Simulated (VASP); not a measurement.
# CdS (P6_3mc) in VASP: single point with r2SCAN

Aim: the single point of CdS with r2SCAN.

Program: VASP 6.6.1. These are calculated values, not measurements. Logs are shortened: lines on timing, memory, paths and dates and some standing lists are left out, and cuts for length are marked.

### 1 The cell of the first run

Symmetry: P6_3mc, No. 186, hexagonal system. The conventional cell has a = 4.163 Å, b = 4.163 Å, c = 6.766 Å, α = 90.00°, β = 90.00°, γ = 120.00°. Within 3.4 Å of Cd (site symmetry 3m) lie 4 S at 2.54 to 2.55 Å. Within 3.4 Å of S (site symmetry 3m) lie 4 Cd at 2.54 to 2.55 Å.

### 2 Single point, r2SCAN

The input, POSCAR:

```
CdS
1.0
    4.1629574308      0.0000000000      0.0000000000
   -2.0814787154      3.6052268899      0.0000000000
    0.0000000000      0.0000000000      6.7659301811
Cd S
2 2
Direct
    0.6666666667      0.3333333333      0.5001046974
    0.3333333333      0.6666666667      0.0001046974
    0.6666666667      0.3333333333      0.8768953026
    0.3333333333      0.6666666667      0.3768953026
```

The input, INCAR.step1:

```
SYSTEM = CdS
PREC     = Accurate       ! precision mode
ENCUT    = 520            ! plane-wave cutoff, eV
ISMEAR   = 0              ! smearing method
SIGMA    = 0.02           ! smearing width, eV
LREAL    = .False.        ! projectors in reciprocal space
LASPH    = .True.         ! aspherical terms in the spheres
NELM     = 60             ! most SCF steps
NBANDS   = 26             ! bands
GGA      = PE             ! functional
ALGO     = Normal         ! electronic algorithm
EDIFF    = 1E-4           ! SCF threshold, eV
LWAVE    = .True.         ! write WAVECAR
LCHARG   = .False.        ! write CHGCAR
```

The input, INCAR.step2:

```
SYSTEM = CdS
PREC     = Accurate       ! precision mode
ENCUT    = 520            ! plane-wave cutoff, eV
EDIFF    = 1E-6           ! SCF threshold, eV
ISMEAR   = 0              ! smearing method
SIGMA    = 0.02           ! smearing width, eV
LREAL    = .False.        ! projectors in reciprocal space
LASPH    = .True.         ! aspherical terms in the spheres
NELM     = 60             ! most SCF steps
ALGO     = Normal         ! electronic algorithm
ISIF     = 2              ! what is computed and relaxed
LWAVE    = .False.        ! write WAVECAR
LCHARG   = .True.         ! write CHGCAR
METAGGA  = R2SCAN         ! meta-GGA
LMIXTAU  = .True.       
LELF     = .True.         ! ELF
LVHAR    = .True.       
NBANDS   = 26             ! bands
ISTART   = 1
```

The input, KPOINTS:

```
Automatic mesh
0
Gamma
  9 9 4
  0 0 0
```

Potentials or basis: VASP PAW PBE potentials, release 64 (Cd, S).

On the command line:

```sh
$ cat potpaw_PBE.64/Cd/POTCAR potpaw_PBE.64/S/POTCAR > POTCAR
$ cp INCAR.step1 INCAR
$ mpirun -np 1 vasp_std > vasp.out
$ cp INCAR.step2 INCAR
$ mpirun -np 1 vasp_std > vasp.out
```

OUTCAR:

```text
SYSTEM = CdS
   PREC = Accurate
   ENCUT = 520
   EDIFF = 1E-6
   ISMEAR = 0
   LREAL = .False.
   LASPH = .True.
   NELM = 60
   ISIF = 2
   METAGGA = R2SCAN
   ISTART = 1

 ion  position               nearest neighbor table
   1  0.667  0.333  0.500-   4 2.54   4 2.54   4 2.54   3 2.55
   2  0.333  0.667  0.000-   3 2.54   3 2.54   3 2.54   4 2.55
   3  0.667  0.333  0.877-   2 2.54   2 2.54   2 2.54   1 2.55
   4  0.333  0.667  0.377-   1 2.54   1 2.54   1 2.54   2 2.55

  LATTYP: Found a hexagonal cell.
 ALAT       =     4.1629574308
 C/A-ratio  =     1.6252700859

  Lattice vectors:

 A1 = (   4.1629574308,   0.0000000000,   0.0000000000)
 A2 = (  -2.0814787154,   3.6052268899,   0.0000000000)
 A3 = (   0.0000000000,   0.0000000000,   6.7659301811)

Analysis of symmetry for initial positions (statically):
=====================================================================
 Subroutine PRICEL returns:
 Original cell was already a primitive cell.

 Routine SETGRP: Setting up the symmetry group for a
 hexagonal supercell.

 Subroutine GETGRP returns: Found 12 space group operations
 (whereof  6 operations were pure point group operations)
 out of a pool of 24 trial point group operations.

The static configuration has the point symmetry C_3v.
 The point group associated with its full space group is C_6v.

Analysis of symmetry for dynamics (positions and initial velocities):
=====================================================================
 Subroutine PRICEL returns:
 Original cell was already a primitive cell.

 Routine SETGRP: Setting up the symmetry group for a
 hexagonal supercell.

 Subroutine GETGRP returns: Found 12 space group operations
 (whereof  6 operations were pure point group operations)
 out of a pool of 24 trial point group operations.

The dynamic configuration has the point symmetry C_3v.
 The point group associated with its full space group is C_6v.

 Subroutine INISYM returns: Found 12 space group operations
 (whereof  6 operations are pure point group operations),
 and found     1 'primitive' translations

----------------------------------------------------------------------------------------

                                     Primitive cell

  volume of cell :     101.5458

  direct lattice vectors                    reciprocal lattice vectors
     4.162957431  0.000000000  0.000000000     0.240213842  0.138687527  0.000000000
    -2.081478715  3.605226890  0.000000000     0.000000000  0.277375053  0.000000000
     0.000000000  0.000000000  6.765930181     0.000000000  0.000000000  0.147799338

  length of vectors
     4.162957431  4.162957431  6.765930181     0.277375053  0.277375053  0.147799338

  position of ions in fractional coordinates (direct lattice)
     0.666666667  0.333333333  0.500104697
     0.333333333  0.666666667  0.000104697
     0.666666667  0.333333333  0.876895303
     0.333333333  0.666666667  0.376895303

  ion indices of the primitive-cell ions
   primitive index   ion index
                 1           1
                 2           2
                 3           3
                 4           4

----------------------------------------------------------------------------------------

 KPOINTS: Automatic mesh

Automatic generation of k-mesh.
 Grid dimensions read from file:
 generate k-points for:    9    9    4

 Generating k-lattice:

  Cartesian coordinates                     Fractional coordinates (reciprocal lattice)
     0.026690427  0.015409725  0.000000000     0.111111111  0.000000000  0.000000000
     0.000000000  0.030819450  0.000000000     0.000000000  0.111111111  0.000000000
     0.000000000  0.000000000  0.036949834     0.000000000  0.000000000  0.250000000

  Length of vectors
     0.030819450  0.030819450  0.036949834

  Shift w.r.t. Gamma in fractional coordinates (k-lattice)
     0.000000000  0.000000000  0.000000000

 Subroutine IBZKPT returns following result:
 ===========================================

 Found     36 irreducible k-points:

 Following reciprocal coordinates:
            Coordinates               Weight
  0.000000  0.000000  0.000000      1.000000
  0.111111 -0.000000  0.000000      6.000000
  0.222222  0.000000  0.000000      6.000000
  0.333333  0.000000  0.000000      6.000000
  0.444444  0.000000  0.000000      6.000000
  0.111111  0.111111  0.000000      6.000000
[... 16 lines left out ...]
  0.333333  0.222222  0.250000     24.000000
  0.333333  0.333333  0.250000      4.000000
 [... further k-points ...]
   k-points           NKPTS =     36   k-points in BZ     NKDIM =     36   number of bands    NBANDS=     26
   number of dos      NEDOS =    301   number of ions     NIONS =      4
   total plane-waves  NPLWV =  51200
   dimension x,y,z NGX =    32 NGY =   32 NGZ =   50
   dimension x,y,z NGXF=    64 NGYF=   64 NGZF=  100
   ions per type =               2   2
   NGX,Y,Z   is equivalent  to a cutoff of  12.78, 12.78, 12.29 a.u.
   NGXF,Y,Z  is equivalent  to a cutoff of  25.56, 25.56, 24.57 a.u.
 SYSTEM =  CdS
   PREC   = accura    normal or accurate (medium, high low for compatibility)
   ISTART =      1    job   : 0-new  1-cont  2-samecut
   ICHARG =      0    charge: 1-file 2-atom 10-const
   ISPIN  =      1    spin polarized calculation?
   LNONCOLLINEAR =      F non collinear calculations
   LSORBIT =      F    spin-orbit coupling
   LASPH  =      T    aspherical Exc in radial PAW
   ENCUT  =  520.0 eV  38.22 Ry    6.18 a.u.   7.74  7.74 12.58*2*pi/ulx,y,z
   NELM   =     60;   NELMIN=  2; NELMDL=  0     # of ELM steps
   EDIFF  = 0.1E-05   stopping-criterion for ELM
   LREAL  =      F    real-space projection
   EDIFFG = 0.1E-04   stopping-criterion for IOM
   NSW    =      0    number of steps for IOM
   IBRION =     -1    ionic relax: 0-MD 1-quasi-New 2-CG
   NFREE  =      0    steps in history (QN), initial steepest desc. (CG)
   ISIF   =      2    stress and relaxation
   ISYM   =      2    0-nonsym 1-usesym 2-fastsym
   POTIM  = 0.5000    time-step for ionic-motion
   TEBEG  =    0.0;   TEEND  =   0.0 temperature during run
   PSTRESS=    0.0 pullay stress
   NELECT =      36.0000    total number of electrons
   NUPDOWN=      -1.0000    fix difference up-down
   EMIN   =  10.00;   EMAX   =-10.00  energy-range for DOS
   EFERMI =   0.00;   METHOD = LEGACY
   ISMEAR =     0;   SIGMA  =   0.02  broadening in eV -4-tet -1-fermi 0-gaus
   EFERMI_NEDOS =   21; number of points for ismear=-14 and -15
   IALGO  =     38    algorithm
   IMIX   =      4    mixing-type and parameters
     AMIX     =   0.40;   BMIX     =  1.00
     AMIX_MAG =   1.60;   BMIX_MAG =  1.00
  volume/ion in A,a.u.               =      25.39       171.32
  Fermi-wavevector in a.u.,A,eV,Ry     =   1.158657  2.189545 18.265638  1.342487
  Thomas-Fermi vector in A             =   2.295257
   LORBIT       =      0    0 simple, 1 ext, 2 COOP (PROOUT), +10 PAW based schemes
   METAGGA = R2SCAN    functional components
   LHFCALC =     F    Hartree Fock is set to
   AEXX    =    0.0000 exact exchange contribution
   IVDW    =     0    specifies the selected vdW correction
   LEPSILON=     F    determine dielectric tensor
   LRPA    =     F    only Hartree local field effects (RPA)
 non-spin polarized calculation
 Gauss-broadening in eV      SIGMA  =   0.02
  energy-cutoff  :      520.00
  volume of cell :      101.55
 maximum number of plane-waves:      2786
 NGX is ok and might be reduce to    32
   NGX = 15   NGY = 15   NGZ = 25

 number of electron      35.9999996 magnetization

 Free energy of the ion-electron system (eV)
  ---------------------------------------------------
  ext. energy  EPLUGINS =         0.00000000
  ---------------------------------------------------
  free energy    TOTEN  =       -59.38228387 eV

  energy without entropy =      -59.38228387  energy(sigma->0) =      -59.38228387

 E-fermi :   0.9372     XC(G=0):  -9.6130

 val. band max:        0.8507533151   @ k =   0.0000   0.0000   0.0000
 cond. band min:       2.4788366247   @ k =   0.0000   0.0000   0.0000
 fundamental gap:      1.6280833096
 Fermi energy:         0.9372244704

 k-point     1 :       0.0000    0.0000    0.0000
  band No.  band energies     occupation
      1     -11.8832      2.00000
      2     -11.4688      2.00000
      3      -7.0126      2.00000
      4      -7.0070      2.00000
      5      -7.0070      2.00000
      6      -6.9203      2.00000
[... 18 lines left out ...]
     25       8.9732      0.00000
     26       8.9732      0.00000

 k-point     2 :       0.1111   -0.0000    0.0000
  band No.  band energies     occupation
      1     -11.8409      2.00000
      2     -11.4501      2.00000
      3      -6.9996      2.00000
      4      -6.9889      2.00000
      5      -6.9710      2.00000
      6      -6.8991      2.00000
[... 18 lines left out ...]
     25       8.8662      0.00000
     26       9.2463      0.00000

 k-point     3 :       0.2222    0.0000    0.0000
  band No.  band energies     occupation
      1     -11.7304      2.00000
      2     -11.4058      2.00000
      3      -6.9611      2.00000
      4      -6.9474      2.00000
      5      -6.8749      2.00000
      6      -6.8315      2.00000
[... 18 lines left out ...]
     25       9.1940      0.00000
     26       9.9557      0.00000

 k-point     4 :       0.3333    0.0000    0.0000
  band No.  band energies     occupation
      1     -11.5953      2.00000
      2     -11.3642      2.00000
      3      -6.9268      2.00000
      4      -6.9104      2.00000
      5      -6.7808      2.00000
      6      -6.7596      2.00000
[... 18 lines left out ...]
     25       9.6056      0.00000
     26      10.2804      0.00000

 k-point     5 :       0.4444    0.0000    0.0000
  band No.  band energies     occupation
      1     -11.4947      2.00000
      2     -11.3493      2.00000
      3      -6.9112      2.00000
      4      -6.8931      2.00000
      5      -6.7157      2.00000
      6      -6.7148      2.00000
[... 18 lines left out ...]
     25       9.7409      0.00000
     26      11.3510      0.00000

 k-point     6 :       0.1111    0.1111    0.0000
  band No.  band energies     occupation
      1     -11.7645      2.00000
      2     -11.4187      2.00000
      3      -6.9700      2.00000
      4      -6.9613      2.00000
      5      -6.9039      2.00000
      6      -6.8631      2.00000
[... 427 lines left out ...]
 k-point    21 :       0.4444    0.1111    0.2500
  band No.  band energies     occupation
      1     -11.4428      2.00000
      2     -11.3619      2.00000
      3      -6.8929      2.00000
      4      -6.8675      2.00000
      5      -6.7716      2.00000
      6      -6.7319      2.00000
[... 18 lines left out ...]
     25       9.6840      0.00000
     26      10.9995      0.00000

 k-point    22 :       0.2222    0.2222    0.2500
  band No.  band energies     occupation
      1     -11.5002      2.00000
      2     -11.3739      2.00000
      3      -6.8961      2.00000
      4      -6.8727      2.00000
      5      -6.7858      2.00000
      6      -6.7622      2.00000
[... 18 lines left out ...]
     25       9.2798      0.00000
     26      10.4074      0.00000

 k-point    23 :       0.3333    0.2222    0.2500
  band No.  band energies     occupation
      1     -11.4248      2.00000
      2     -11.3617      2.00000
      3      -6.8923      2.00000
      4      -6.8408      2.00000
      5      -6.7727      2.00000
      6      -6.7304      2.00000
[... 18 lines left out ...]
     25       9.9407      0.00000
     26      10.6773      0.00000

 k-point    24 :       0.3333    0.3333    0.2500
  band No.  band energies     occupation
      1     -11.3784      2.00000
      2     -11.3784      2.00000
      3      -6.8957      2.00000
      4      -6.7942      2.00000
      5      -6.7942      2.00000
      6      -6.7215      2.00000
[... 18 lines left out ...]
     25      10.6151      0.00000
     26      10.9269      0.00000

 [... further k-points ...]
[... 5 lines left out ...]
  --------------------------------------------------------------------------------------
  -------------------------------------------------------------------------------------
  Total        0.2139477      0.2139477      0.2248320      0.0000000      0.0000000      0.0000000
  in kB        3.3756398      3.3756398      3.5473714      0.0000000      0.0000000      0.0000000
  external PRESSURE =       3.4328836 kB  Pullay stress =       0.0000000 kB

 VOLUME and BASIS-vectors are now :
 -----------------------------------------------------------------------------
  energy-cutoff  :      520.00
  volume of cell :      101.55
      direct lattice vectors                 reciprocal lattice vectors
     4.162957431  0.000000000  0.000000000     0.240213842  0.138687527  0.000000000
    -2.081478715  3.605226890  0.000000000     0.000000000  0.277375053  0.000000000
     0.000000000  0.000000000  6.765930181     0.000000000  0.000000000  0.147799338

 POSITION                                       TOTAL-FORCE (eV/Angst)
 -----------------------------------------------------------------------------------
      2.08148      1.20174      3.38367        -0.000000     -0.000000     -0.002648
     -0.00000      2.40348      0.00071         0.000000      0.000000     -0.002648
      2.08148      1.20174      5.93301        -0.000000     -0.000000      0.002648
     -0.00000      2.40348      2.55005        -0.000000     -0.000000      0.002648
 -----------------------------------------------------------------------------------
    total drift:                               -0.000000      0.000000     -0.004979

  FREE ENERGIE OF THE ION-ELECTRON SYSTEM (eV)
  ---------------------------------------------------
  free  energy   TOTEN  =       -59.3822838698 eV

  energy  without entropy=      -59.3822838698  energy(sigma->0) =      -59.38228387
```

Run time: 7.7 min. Hardware: 1 thread of AMD EPYC 7R13, shared host; peak memory 0.24 GiB.

Results:

| Quantity | Value |
| --- | --- |
| Free energy | -59.3823 eV |
| Pressure | 0.3 GPa |
| Band gap on the k mesh | 1.63 eV, direct |

Forces in eV/Å, atoms in the order of the input:
```
Cd   0.000  0.000 -0.003
Cd   0.000  0.000 -0.003
S    0.000  0.000  0.003
S    0.000  0.000  0.003
```

Caveat: the PAW data sets were made with another functional, which shifts forces and pressure a little.
